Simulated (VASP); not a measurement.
# RhN (zincblende type) (F-43m) in VASP: notebook

The runs below take RhN (zincblende type) through relaxation of cell and atoms, with PBE.

Program: VASP 6.6.1. These are calculated values, not measurements. Logs are shortened: lines on timing, memory, paths and dates and some standing lists are left out, and cuts for length are marked.

## (1) The cell of the first run

It takes space group F-43m (No. 216, cubic). The conventional cell has a = 3.631 Å, b = 3.631 Å, c = 3.631 Å, α = 90.00°, β = 90.00°, γ = 90.00°. Rh (site symmetry -43m) has 4 N at 1.57 Å within 2.1 Å. N (site symmetry -43m) has 4 Rh at 1.57 Å within 2.1 Å.

## (2) Relaxation of cell and atoms, PBE, target pressure 560 GPa, at which the enthalpy is minimised

File INCAR:

```
SYSTEM = RhN
PREC = Accurate ; ENCUT = 600
EDIFF = 1E-6 ; ISMEAR = -1
SIGMA = 0.08 ; LREAL = .FALSE.
LASPH = .TRUE. ; NELM = 100
ALGO = Normal ; ISIF = 3
LWAVE = .FALSE. ; LCHARG = .FALSE.
GGA = PE ; IBRION = 2
NSW = 60 ; EDIFFG = -0.005
PSTRESS = 5600.0
```

File KPOINTS:

```
Automatic mesh
0
G
  18 18 18
  0 0 0
```

File POSCAR:

```
RhN
1.0
    0.0000000000      1.8157483420      1.8157483420
    1.8157483420      0.0000000000      1.8157483420
    1.8157483420      1.8157483420      0.0000000000
Rh N
1 1
Direct
    0.0000000000      0.0000000000      0.0000000000
    0.2500000000      0.2500000000      0.2500000000
```

Potentials or basis: VASP PAW PBE potentials, release 64 (Rh_pv, N).

Command:

```sh
$ cat potpaw_PBE.64/Rh_pv/POTCAR potpaw_PBE.64/N/POTCAR > POTCAR
$ mpirun -np 1 vasp_std > vasp.out
```

OUTCAR:

```text
SYSTEM = RhN
   PREC = Accurate
   ENCUT = 600
   EDIFF = 1E-6
   ISMEAR = -1
   LREAL = .FALSE.
   LASPH = .TRUE.
   NELM = 100
   ISIF = 3
   GGA = PE
   IBRION = 2
   NSW = 60
   EDIFFG = -0.005
   PSTRESS = 5600.0

 ion  position               nearest neighbor table
   1  0.000  0.000  0.000-   2 1.57   2 1.57   2 1.57   2 1.57
   2  0.250  0.250  0.250-   1 1.57   1 1.57   1 1.57   1 1.57

  LATTYP: Found a face centered cubic cell.
 ALAT       =     3.6314966840

  Lattice vectors:

 A1 = (   0.0000000000,   1.8157483420,   1.8157483420)
 A2 = (   1.8157483420,   0.0000000000,   1.8157483420)
 A3 = (   1.8157483420,   1.8157483420,   0.0000000000)

Analysis of symmetry for initial positions (statically):
=====================================================================
 Subroutine PRICEL returns:
 Original cell was already a primitive cell.

 Routine SETGRP: Setting up the symmetry group for a
 face centered cubic supercell.

 Subroutine GETGRP returns: Found 24 space group operations
 (whereof 24 operations were pure point group operations)
 out of a pool of 48 trial point group operations.

The static configuration has the point symmetry T_d .

Analysis of symmetry for dynamics (positions and initial velocities):
=====================================================================
 Subroutine PRICEL returns:
 Original cell was already a primitive cell.

 Routine SETGRP: Setting up the symmetry group for a
 face centered cubic supercell.

 Subroutine GETGRP returns: Found 24 space group operations
 (whereof 24 operations were pure point group operations)
 out of a pool of 48 trial point group operations.

The dynamic configuration has the point symmetry T_d .

 Subroutine INISYM returns: Found 24 space group operations
 (whereof 24 operations are pure point group operations),
 and found     1 'primitive' translations

----------------------------------------------------------------------------------------

                                     Primitive cell

  volume of cell :      11.9728

  direct lattice vectors                    reciprocal lattice vectors
     0.000000000  1.815748342  1.815748342    -0.275368557  0.275368557  0.275368557
     1.815748342  0.000000000  1.815748342     0.275368557 -0.275368557  0.275368557
     1.815748342  1.815748342  0.000000000     0.275368557  0.275368557 -0.275368557

  length of vectors
     2.567855931  2.567855931  2.567855931     0.476952331  0.476952331  0.476952331

  position of ions in fractional coordinates (direct lattice)
     0.000000000  0.000000000  0.000000000
     0.250000000  0.250000000  0.250000000

[... 90 lines left out ...]
   EFERMI =   0.00;   METHOD = LEGACY
   ISMEAR =    -1;   SIGMA  =   0.08  broadening in eV -4-tet -1-fermi 0-gaus
   EFERMI_NEDOS =   21; number of points for ismear=-14 and -15
   IALGO  =     38    algorithm
   IMIX   =      4    mixing-type and parameters
     AMIX     =   0.40;   BMIX     =  1.00
     AMIX_MAG =   1.60;   BMIX_MAG =  1.00
  volume/ion in A,a.u.               =       5.99        40.40
  Fermi-wavevector in a.u.,A,eV,Ry     =   1.942462  3.670721 51.336934  3.773158
  Thomas-Fermi vector in A             =   2.971872
   LORBIT       =      0    0 simple, 1 ext, 2 COOP (PROOUT), +10 PAW based schemes
   GGA     = PE    functional components
   LHFCALC =     F    Hartree Fock is set to
   AEXX    =    0.0000 exact exchange contribution
   IVDW    =     0    specifies the selected vdW correction
   LEPSILON=     F    determine dielectric tensor
   LRPA    =     F    only Hartree local field effects (RPA)
 conjugate gradient relaxation of ions
 non-spin polarized calculation
  energy-cutoff  :      600.00
  volume of cell :       11.97
 maximum number of plane-waves:       411
 NGX is ok and might be reduce to    24
   NGX = 11   NGY = 11   NGZ = 11

--------------------------------------- Ionic step        1  -------------------------------------------

 number of electron      20.0000003 magnetization

 Free energy of the ion-electron system (eV)
  ---------------------------------------------------
  ext. energy  EPLUGINS =         0.00000000
  ---------------------------------------------------
  free energy    TOTEN  =         1.14686719 eV

  energy without entropy =        1.15645650  energy(sigma->0) =        1.15166185

------------------------ aborting loop because EDIFF is reached ----------------------------------------

  FORCE on cell =-STRESS in cart. coord.  units (eV):
  Direction    XX          YY          ZZ          XY          YZ          ZX
  --------------------------------------------------------------------------------------
  -------------------------------------------------------------------------------------
  Total       57.6508283     57.6508283     57.6508283      0.0000000      0.0000000      0.0000000
  in kB     7714.7022570   7714.7022570   7714.7022570      0.0000000      0.0000000      0.0000000
  external PRESSURE =    2114.7022570 kB  Pullay stress =    5600.0000000 kB
[... 25 lines left out ...]
--------------------------------------- Ionic step        2  -------------------------------------------

 number of electron      20.0000010 magnetization

 E-fermi :   5.1466     XC(G=0): -10.8026

 val. band max:        5.1307734098   @ k =  -0.3889   0.3333   0.1111
 cond. band min:       5.1500817556   @ k =   0.5000   0.3889   0.0556
 fundamental gap:      0.0193083459
 Fermi energy:         5.1466407438

 k-point     1 :       0.0000    0.0000    0.0000
  band No.  band energies     occupation
      1     -41.5030      2.00000
      2     -41.5030      2.00000
      3     -41.5030      2.00000
      4      -9.7340      2.00000
      5       0.0682      2.00000
      6       0.0682      2.00000
      7       0.0682      2.00000
      8       3.3125      2.00000
      9       3.3125      2.00000
     10       6.2674      0.00000
     11       7.5771      0.00000
     12       7.5771      0.00000
     13       7.5771      0.00000
     14      17.9787      0.00000
[... 504 lines left out ...]
--------------------------------------- Ionic step        5  -------------------------------------------

 number of electron      19.9999999 magnetization

 Free energy of the ion-electron system (eV)
  ---------------------------------------------------
  ext. energy  EPLUGINS =         0.00000000
  ---------------------------------------------------
  free energy    TOTEN  =        -3.41950857 eV

  energy without entropy =       -3.40841874  energy(sigma->0) =       -3.41396365

 E-fermi :  22.3626     XC(G=0): -16.2531

 val. band max:       22.3598162517   @ k =  -0.4444   0.3889   0.1667
 cond. band min:      22.3830066101   @ k =  -0.4444   0.4444   0.0000
 fundamental gap:      0.0231903584
 Fermi energy:        22.3625549004

 k-point     1 :       0.0000    0.0000    0.0000
  band No.  band energies     occupation
      1     -28.8778      2.00000
      2     -28.8778      2.00000
      3     -28.8778      2.00000
      4      -1.5650      2.00000
      5       6.9864      2.00000
      6       6.9864      2.00000
      7       6.9864      2.00000
      8      15.4646      2.00000
      9      15.4646      2.00000
     10      21.9559      1.98767
     11      27.0035      0.00000
     12      27.0035      0.00000
     13      27.0035      0.00000
     14      38.6371      0.00000
[... 424 lines left out ...]
  energy  without entropy=       -3.4084187394  energy(sigma->0) =       -3.41396365

  enthalpy is  TOTEN    =        42.3049392783 eV   P V=       45.7244478445

 reached required accuracy - stopping structural energy minimisation
```

OSZICAR:

```text
N       E                     dE             d eps       ncg     rms          rms(c)
DAV:   1     0.206086769177E+03    0.20609E+03   -0.13867E+04  5474   0.190E+03
DAV:   2     0.158117359949E+01   -0.20451E+03   -0.20017E+03  6276   0.510E+02
DAV:   3    -0.318742852594E+01   -0.47686E+01   -0.47551E+01  5940   0.858E+01
[... 55 lines left out ...]
DAV:   3    -0.341952862194E+01    0.22569E-03   -0.34960E-04  5886   0.232E-01    0.153E-01
DAV:   4    -0.341950502439E+01    0.23598E-04   -0.16919E-04  5808   0.143E-01    0.285E-02
DAV:   5    -0.341950702509E+01   -0.20007E-05   -0.12241E-05  5676   0.459E-02    0.124E-02
DAV:   6    -0.341950878893E+01   -0.17638E-05   -0.28975E-06  5886   0.195E-02    0.180E-03
DAV:   7    -0.341950856619E+01    0.22274E-06   -0.86228E-08  2742   0.432E-03
   5 F= 0.42304939E+02 E0= 0.42310484E+02  d E =-.689899E+00
```

Run time: 71 s. Hardware: 1 thread of Intel Xeon 6975P-C (Granite Rapids), shared host; peak memory 0.18 GiB.

Results:

- Free energy: -3.4195 eV
- Relaxed volume: 6.54 Å³/atom
- Relaxed cell: a = 2.645 Å, b = 2.645 Å, c = 2.645 Å, α = 60.00°, β = 60.00°, γ = 60.00°
- Space group after relaxing (to 0.1 Å): F-43m (No. 216)
- Energy change on relaxing (the run minimises the enthalpy): -2283.2 meV/atom
- Ionic steps: 5
- Pressure after relaxing: 560.0 GPa
- Band gap on the k mesh: zero (bands 10 and 11 overlap by 4.32 eV)

Step by step:
| step | energy change (eV) | largest force (eV/Å) | pressure (GPa) | volume (Å³) |
| --- | --- | --- | --- | --- |
| 1 | 0.0000 | 0.0000 | 771.47 | 11.97 |
| 2 | -14.3840 | 0.0000 | -41.62 | 31.55 |
| 3 | -7.3555 | 0.0000 | 432.49 | 13.99 |
| 4 | -4.7319 | 0.0000 | 552.42 | 13.13 |
| 5 | -4.5664 | 0.0000 | 560.02 | 13.08 |

Final structure:
```yaml
crystal:
  lattice:
    - [0.00000, 1.87017, 1.87017]
    - [1.87017, 0.00000, 1.87017]
    - [1.87017, 1.87017, 0.00000]
  atoms:
    - { symbol: Rh, position: [0.00000, 0.00000, 0.00000] }
    - { symbol: N, position: [0.25000, 0.25000, 0.25000] }
```

Levels at points of the mesh, in eV from the Fermi level:
| k point | band 7 | band 8 | band 9 | band 10 | band 11 | band 12 | band 13 | band 14 |
| --- | --- | --- | --- | --- | --- | --- | --- | --- |
| (0.00, 0.00, 0.00) | -15.38 | -6.90 | -6.90 | -0.41 | 4.64 | 4.64 | 4.64 | 16.27 |
| (0.50, 0.00, 0.00) | -12.05 | -5.62 | -5.62 | -3.87 | 1.74 | 1.74 | 4.71 | 11.16 |
| (0.50, 0.50, 0.00) | -9.87 | -7.88 | -4.63 | -1.97 | -1.97 | -1.49 | 12.91 | 13.46 |

Caveat: the cell is relaxed towards a set pressure, so the run minimises the enthalpy, not the energy.

## (3) Relaxation of cell and atoms, PBE, target pressure 560 GPa, at which the enthalpy is minimised

This run uses another cell than the first one, of 6.54 Å³/atom.

File INCAR:

```
SYSTEM = RhN
ALGO = Normal ; EDIFF = 1E-6
EDIFFG = -0.005 ; ENCUT = 600
GGA = PE ; IBRION = 2
ISIF = 3 ; ISMEAR = -1
LASPH = .TRUE. ; LCHARG = .FALSE.
LREAL = .FALSE. ; LWAVE = .FALSE.
NELM = 60 ; NSW = 32
PREC = Accurate ; PSTRESS = 5600.0
SIGMA = 0.08
```

File KPOINTS:

```
k-points
0
G
  18 18 18
  0 0 0
```

File POSCAR:

```
RhN
1.0
    0.0000000000      1.8700467994      1.8700467994
    1.8700467994      0.0000000000      1.8700467994
    1.8700467994      1.8700467994      0.0000000000
Rh N
1 1
Direct
    0.0000000000      0.0000000000      0.0000000000
    0.2500000000      0.2500000000      0.2500000000
```

Potentials or basis: VASP PAW PBE potentials, release 64 (Rh_pv, N).

Command:

```sh
$ cat potpaw_PBE.64/Rh_pv/POTCAR potpaw_PBE.64/N/POTCAR > POTCAR
$ mpirun -np 1 vasp_std > vasp.out
```

It took 31 s on 1 thread of Intel Xeon 6975P-C (Granite Rapids), shared host; peak memory 0.18 GiB.

Results (log left out):

```
Free energy                                                : -3.4260 eV
Relaxed volume                                             : 6.54 Å³/atom
Relaxed cell                                               : a = 2.645 Å, b = 2.645 Å, c = 2.645 Å, α = 60.00°, β = 60.00°, γ = 60.00°
Space group after relaxing (to 0.1 Å)                      : F-43m (No. 216)
Energy change on relaxing (the run minimises the enthalpy) : -5.2 meV/atom
Ionic steps                                                : 3
Pressure after relaxing                                    : 559.9 GPa
Band gap on the k mesh                                     : zero (bands 10 and 11 overlap by 4.32 eV)
```

Step by step:
| step | energy change (eV) | largest force (eV/Å) | pressure (GPa) | volume (Å³) |
| --- | --- | --- | --- | --- |
| 1 | 0.0000 | 0.0000 | 560.53 | 13.08 |
| 2 | -0.1423 | 0.0000 | 553.85 | 13.12 |
| 3 | -0.0104 | 0.0000 | 559.91 | 13.08 |

Final structure:
```
CELL_PARAMETERS angstrom
0.00000 1.87019 1.87019
1.87019 0.00000 1.87019
1.87019 1.87019 0.00000
ATOMIC_POSITIONS crystal
Rh 0.00000 0.00000 0.00000
N 0.25000 0.25000 0.25000
```

Levels at points of the mesh, in eV from the Fermi level:
```csv
k point,band 8,band 9,band 10,band 11,band 12,band 13
"(0.00, 0.00, 0.00)",-6.90,-6.90,-0.41,4.64,4.64,4.64
"(0.50, 0.00, 0.00)",-5.62,-5.62,-3.87,1.74,1.74,4.71
"(0.50, 0.50, 0.00)",-7.88,-4.63,-1.97,-1.97,-1.49,12.91
```

Caveat: the cell is relaxed towards a set pressure, so the run minimises the enthalpy, not the energy.

The gap in the log of VASP goes by the Fermi energy; the results here count the filled bands.